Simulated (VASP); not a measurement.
Set up this calculation in VASP 6.6.1, as the native input.

- Task: single point
- Functional: PBE
- Potentials or basis: VASP PAW PBE potentials, release 64 (Sc_sv, Al, P)
- Cutoff: 520 eV
- k mesh: 6 × 6 × 2
- Occupations: gaussian, width 0.1 eV
- Spin: no spin polarisation
- Dipole correction: no
- Further INCAR settings: ALGO = Normal; EDIFF = 1e-07; NBANDS = 25

The structure of ScAl2P3 lies in POSCAR:

```
ScAl2P3
1.0
    3.6939289400      0.0000000000      0.0000000000
    0.0000000000      3.6939289400      0.0000000000
    0.0000000000      0.0000000000      8.1380722700
Sc Al P
1 2 3
Direct
    0.0000000000      0.0000000000      0.0000000000
    0.0000000000      0.5000000000      0.7315000300
    0.5000000000      0.0000000000      0.2684999700
    0.0000000000      0.5000000000      0.3835000100
    0.5000000000      0.0000000000      0.6164999900
    0.5000000000      0.5000000000      0.0000000000
```

These files were run (other wordings do the same):

INCAR

```
SYSTEM = ScAl2P3
PREC = Accurate
ENCUT = 520
EDIFF = 1E-7
ISMEAR = 0
SIGMA = 0.1
LREAL = .False.
LASPH = .True.
NELM = 60
ALGO = Normal
ISIF = 2
LWAVE = .False.
LCHARG = .True.
GGA = PE
LELF = .True.
LVHAR = .True.
NBANDS = 25
```

KPOINTS

```
Automatic mesh
0
Gamma
  6 6 2
  0 0 0
```

Potentials or basis: VASP PAW PBE potentials, release 64 (Sc_sv, Al, P).

Command:

```console
$ cat potpaw_PBE.64/Sc_sv/POTCAR potpaw_PBE.64/Al/POTCAR potpaw_PBE.64/P/POTCAR > POTCAR
$ mpirun -np 1 vasp_std > vasp.out
```

It gave:

The pressure is -6.8 GPa, the largest force is 1.956 eV/Å and the band gap on the k mesh is zero (band 16 reaches 7.01 eV, above the bottom of band 17 at 4.79 eV).

Caveat: the k points lie up to 0.39 Å⁻¹ apart; forces of over 1 eV/Å act on the atoms, so gaps and moduli don't describe the material at rest.

It took 32 s on 1 thread of Intel(R) Xeon(R) 6975P-C (Granite Rapids) (shared host), peak memory 0.23 GiB.
